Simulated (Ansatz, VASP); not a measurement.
## SnTe in VASP and in Ansatz

Contents of INCAR:

```
SYSTEM = SnTe
PREC = Accurate
ENCUT = 520
EDIFF = 1E-6
ISMEAR = 0
SIGMA = 0.1
LREAL = .False.
LASPH = .True.
NELM = 100
ALGO = Normal
ISIF = 2
LWAVE = .False.
LCHARG = .True.
GGA = PE
LELF = .True.
LVHAR = .True.
NBANDS = 50
```

File KPOINTS:

```
regular mesh
0
Gamma
  6 6 1
  0 0 0
```

POSCAR

```
SnTe
1.0
    4.1236642900      0.0000000000      0.0000000000
   -2.0618321500      3.5711980400      0.0000000000
    0.0000000000      0.0000000000     17.5426479900
Sn Te
4 4
Direct
    0.3333333300      0.6666666700      0.1770000000
    0.6666666700      0.3333333300      0.6770000000
    0.3333333300      0.6666666700      0.3230000000
    0.6666666700      0.3333333300      0.8230000000
    0.3333333300      0.6666666700      0.6000000200
    0.6666666700      0.3333333300      0.1000000200
    0.3333333300      0.6666666700      0.8999999800
    0.6666666700      0.3333333300      0.3999999800
```

Input for Ansatz:

```yaml
crystal:
  lattice:
    - [4.12366429, 0.0, 0.0]
    - [-2.06183215, 3.57119804, 0.0]
    - [0.0, 0.0, 17.54264799]
  atoms:
    - { symbol: Sn, position: [0.33333333, 0.66666667, 0.177] }
    - { symbol: Sn, position: [0.66666667, 0.33333333, 0.677] }
    - { symbol: Sn, position: [0.33333333, 0.66666667, 0.323] }
    - { symbol: Sn, position: [0.66666667, 0.33333333, 0.823] }
    - { symbol: Te, position: [0.33333333, 0.66666667, 0.60000002] }
    - { symbol: Te, position: [0.66666667, 0.33333333, 0.10000002] }
    - { symbol: Te, position: [0.33333333, 0.66666667, 0.89999998] }
    - { symbol: Te, position: [0.66666667, 0.33333333, 0.39999998] }
basis:
  ecutwfc: 420
kpoints:
  mp_grid: { grid: [6, 6, 1] }
hamiltonian:
  xc: pbe
scf:
  occupations: { method: gaussian, width: 0.1 }
  lower_state_search: "off"
output:
  forces: true
  stress: true
  eigenvalues: true
```

Change from the starting cell: species swapped into the GaSe type (P6_3/mmc, No. 194).

Alike in both runs: task single point; functional PBE; k mesh 6 × 6 × 1; occupations gaussian, width 0.1 eV; no spin polarisation.

```csv
,VASP,Ansatz
version,VASP 6.6.1,Ansatz 0.2.0
potentials or method,"VASP PAW PBE potentials, release 64 (Sn_d, Te), cutoff 520 eV","scalar-relativistic, plane waves, PAW"
valence electrons in the cell,80,120
```

|  | VASP | Ansatz | Ansatz less VASP |
| --- | --- | --- | --- |
| gap on the k mesh at the Fermi level (eV) | none | none | - |
| pressure (GPa) | 13.0 | 13.0 | -0.02 |
| traceless stress, the component that is largest in VASP (GPa) | 3.49 | 3.57 | +0.083 |
| rms of the force components (eV/Å) | 0.971 | 0.974 | +0.0023 |

Atom by atom the forces differ by 0.004 eV/Å (rms over components). A gap of «none» marks a metal or a gap that the smearing closes. With one functional, cell and mesh, what is left measures potentials, basis and numerics. VASP's potentials hold 80 valence electrons a cell and Ansatz's 120, so a difference there can come from the potentials and not from the codes.

Neither program's run includes spin-orbit coupling.
